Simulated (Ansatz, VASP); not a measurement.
**AgPbCl4 in VASP and in Ansatz**

```
Ag Pb Cl
1.0
     4.58395    0.00000    0.00000
     0.00000    4.58395    0.00000
     0.00000    0.00000    6.48268
Ag Pb Cl
1 1 4
Direct
  0.00000 0.00000 0.00000
  0.50000 0.50000 0.50000
  0.50000 0.00000 0.25000
  0.00000 0.50000 0.75000
  0.50000 0.00000 0.75000
  0.00000 0.50000 0.25000
```

Alike in both runs: task single point; functional PBE; k mesh 4 × 4 × 4; occupations gaussian, width 0.1 eV; no spin polarisation.

|  | VASP | Ansatz |
| --- | --- | --- |
| version | VASP 6.6.1 | Ansatz 0.2.0 |
| potentials or method | VASP PAW PBE potentials, release 64 (Ag, Pb_d, Cl), cutoff 520 eV | scalar-relativistic, plane waves, PAW |
| valence electrons in the cell | 53 | 61 |

```tsv
	VASP	Ansatz	Ansatz less VASP
gap on the k mesh at the Fermi level (eV)	none	none	-
pressure (GPa)	7.9	8.0	+0.11
traceless stress, the component that is largest in VASP (GPa)	0.30	0.30	-0.003
rms of the force components (eV/Å)	0.263	0.261	-0.0016
```

Atom by atom the forces differ by 0.002 eV/Å (rms over components). A gap of «none» marks a metal or a gap that the smearing closes. VASP's potentials hold 53 valence electrons a cell and Ansatz's 61, so a difference there can come from the potentials and not from the codes.

Spin-orbit coupling is off throughout.
